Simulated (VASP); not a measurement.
Here is a VASP 6.6.1 calculation.

Contents of POSCAR:

```
SrO
1.0
    0.0000000000      2.5264234200      2.5264234200
    2.5264234200      0.0000000000      2.5264234200
    2.5264234200      2.5264234200      0.0000000000
Sr O
1 1
Direct
    0.0000000000      0.0000000000      0.0000000000
    0.5000000000      0.5000000000      0.5000000000
```

File INCAR.step1:

```
  ALGO = Normal
  EDIFF = 1E-4
  ENCUT = 520
  GGA = PE
  ISMEAR = -1
  LASPH = T
  LCHARG = F
  LREAL = F
  LWAVE = T
  NBANDS = 15
  NELM = 80
  PREC = Accurate
  SIGMA = 0.1
```

The input INCAR.step2:

```
  ALGO = Normal
  EDIFF = 1E-6
  ENCUT = 520
  ISIF = 2
  ISMEAR = -1
  ISTART = 1
  LASPH = T
  LCHARG = T
  LELF = T
  LMIXTAU = T
  LREAL = F
  LVHAR = T
  LWAVE = F
  METAGGA = R2SCAN
  NBANDS = 15
  NELM = 80
  PREC = Accurate
  SIGMA = 0.1
```

File KPOINTS:

```
k-points
0
Gamma
  11 11 11
```

Potentials or basis: VASP PAW PBE potentials, release 64 (Sr_sv, O).

Command:

```sh
$ cat potpaw_PBE.64/Sr_sv/POTCAR potpaw_PBE.64/O/POTCAR > POTCAR
$ cp INCAR.step1 INCAR
$ mpirun -np 1 vasp_std > vasp.out
$ cp INCAR.step2 INCAR
$ mpirun -np 1 vasp_std > vasp.out
```

**Question.** What does it give for the pressure?

**Answer.** 7.5 GPa.

**Question.** Estimate the band gap on the k mesh.

**Answer.** 3.75 eV (least direct gap 3.80 eV).

Caveat: the cell stands under pressure; the PAW data sets were made with another functional, which shifts forces and pressure a little; an odd mesh through Γ misses points on the zone boundary, where band edges can lie.
